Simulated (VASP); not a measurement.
A run of VASP 6.6.1 is set up as follows.

The input INCAR:

```
PREC = Accurate
ENCUT = 520
EDIFF = 1E-6
ISMEAR = -1
SIGMA = 0.05
LREAL = F
LASPH = T
NELM = 100
ALGO = Normal
ISIF = 2
LWAVE = F
LCHARG = F
GGA = PE
NBANDS = 56
```

KPOINTS

```
Automatic mesh
0
Gamma
  7 7 7
```

POSCAR

```
SiMo3
1.0
    4.8890000000      0.0000000000      0.0000000000
    0.0000000000      4.8890000000      0.0000000000
    0.0000000000      0.0000000000      4.8890000000
Si Mo
2 6
Direct
    0.0000000000      0.0000000000      0.0000000000
    0.5000000000      0.5000000000      0.5000000000
    0.2500000000      0.0000000000      0.5000000000
    0.5000000000      0.7500000000      0.0000000000
    0.7500000000      0.0000000000      0.5000000000
    0.5000000000      0.2500000000      0.0000000000
    0.0000000000      0.5000000000      0.7500000000
    0.0000000000      0.5000000000      0.2500000000
```

Potentials or basis: VASP PAW PBE potentials, release 64 (Si, Mo_sv).

Run with:

```bash
$ cat potpaw_PBE.64/Si/POTCAR potpaw_PBE.64/Mo_sv/POTCAR > POTCAR
$ mpirun -np 1 vasp_std > vasp.out
```

(1) Estimate the pressure.

(2) What does it give for the band gap on the k mesh?

## Answers

(1) 2.9 GPa.

(2) zero (band 46 reaches 14.01 eV, above the bottom of band 47 at 12.04 eV).
